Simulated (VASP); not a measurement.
Write the native input for VASP 6.6.1 that does the following.

```yaml
Task: single point
Functional: LDA
Potentials_or_basis: VASP PAW LDA potentials, release 64 (K_sv)
Cutoff: 520 eV
k_mesh: 7 × 7 × 7
Occupations: gaussian, width 0.1 eV
Spin: no spin polarisation
Dipole_correction: no
Further_INCAR_settings: ALGO = Normal; EDIFF = 1e-07; NBANDS = 10
```

The structure of K lies in POSCAR:

```
K
1.0
   -2.6975585167      2.6975585167      2.6975585167
    2.6975585167     -2.6975585167      2.6975585167
    2.6975585167      2.6975585167     -2.6975585167
K
1
Direct
    0.0000000000      0.0000000000      0.0000000000
```

The input as run:

INCAR

```
PREC = Accurate
ENCUT = 520
EDIFF = 1E-7
ISMEAR = 0
SIGMA = 0.1
LREAL = F
LASPH = T
NELM = 80
ALGO = Normal
ISIF = 2
LWAVE = F
LCHARG = F
GGA = CA
NBANDS = 10
```

KPOINTS

```
Automatic mesh
0
Gamma
  7 7 7
```

Potentials or basis: VASP PAW LDA potentials, release 64 (K_sv).

Launch:

```console
$ cat potpaw_LDA.64/K_sv/POTCAR > POTCAR
$ mpirun -np 1 vasp_std > vasp.out
```

Results of the run:

```json
{
 "Pressure": "-0.6 GPa"
}
```

It took 4.9 s on 1 thread of Intel(R) Xeon(R) 6975P-C (Granite Rapids), with other jobs on the host, peak memory 0.16 GiB.
